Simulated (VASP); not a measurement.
Here is a VASP 6.6.1 calculation.

INCAR

```
PREC     = Accurate       # precision mode
ENCUT    = 520            # plane-wave cutoff, eV
EDIFF    = 1E-6           # SCF threshold, eV
ISMEAR   = -1             # smearing method
SIGMA    = 0.1            # smearing width, eV
LREAL    = F              # projectors in reciprocal space
LASPH    = T              # aspherical terms in the spheres
NELM     = 60             # most SCF steps
ALGO     = Normal         # electronic algorithm
ISIF     = 2              # what is computed and relaxed
LWAVE    = F              # write WAVECAR
LCHARG   = T              # write CHGCAR
GGA      = PS             # functional
LELF     = T              # ELF
LVHAR    = T            
NBANDS   = 18             # bands
```

The input KPOINTS:

```
Automatic mesh
0
Gamma
  18 18 10
```

The input POSCAR:

```
Sc
1.0
    3.3604532146      0.0000000000      0.0000000000
   -1.6802266073      2.9102378521      0.0000000000
    0.0000000000      0.0000000000      5.2380222556
Sc
2
Direct
    0.3333333333      0.6666666667      0.2500000000
    0.6666666667      0.3333333333      0.7500000000
```

Potentials or basis: VASP PAW PBE potentials, release 64 (Sc_sv).

Run with:

```console
$ cat potpaw_PBE.64/Sc_sv/POTCAR > POTCAR
$ mpirun -np 1 vasp_std > vasp.out
```

Problem. Predict the pressure.

Solution. -3.8 GPa.

Problem. What does it give for the band gap on the k mesh?

Solution. Zero (bands 11 and 12 overlap by 1.41 eV).

Stress tensor (GPa, compression positive):
```
-3.90  0.00  0.00
 0.00 -3.90  0.00
 0.00  0.00 -3.71
```

Caveat: the cell stands under tension; the PAW data sets were made with another functional, which shifts forces and pressure a little.
